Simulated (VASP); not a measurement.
Write the native input for VASP 6.6.1 that does the following.

| Property | Result |
| --- | --- |
| Task | single point |
| Functional | LDA |
| Potentials or basis | VASP PAW LDA potentials, release 64 (Ga_d) |
| Cutoff | 520 eV |
| k mesh | 13 × 13 × 13 |
| Occupations | fermi-dirac, width 0.1 eV |
| Spin | no spin polarisation |
| Dipole correction | no |
| Further INCAR settings | ALGO = Normal; EDIFF = 1e-06; NBANDS = 12 |

The structure of Ga lies in POSCAR:

```
Ga
1.0
   -1.6318100944      1.6318100944      1.6318100944
    1.6318100944     -1.6318100944      1.6318100944
    1.6318100944      1.6318100944     -1.6318100944
Ga
1
Direct
    0.0000000000      0.0000000000      0.0000000000
```

This isn't the form of Ga at room conditions, which is orthorhombic.

The input as run:

INCAR

```
  PREC = Accurate
  ENCUT = 520
  EDIFF = 1E-6
  ISMEAR = -1
  SIGMA = 0.1
  LREAL = F
  LASPH = T
  NELM = 60
  ALGO = Normal
  ISIF = 2
  LWAVE = F
  LCHARG = F
  NBANDS = 12
```

KPOINTS

```
regular mesh
0
Gamma
  13 13 13
```

Potentials or basis: VASP PAW LDA potentials, release 64 (Ga_d).

Command:

```sh
$ cat potpaw_LDA.64/Ga_d/POTCAR > POTCAR
$ mpirun -np 1 vasp_std > vasp.out
```

Results of the run:

```yaml
Pressure: 0.1 GPa
Band_gap_on_the_k_mesh: zero (an odd number of electrons rules out a gap without spin polarisation)
```

Wall time 17 s on 1 thread of Intel Xeon 8259CL (shared host), peak memory 0.13 GiB.
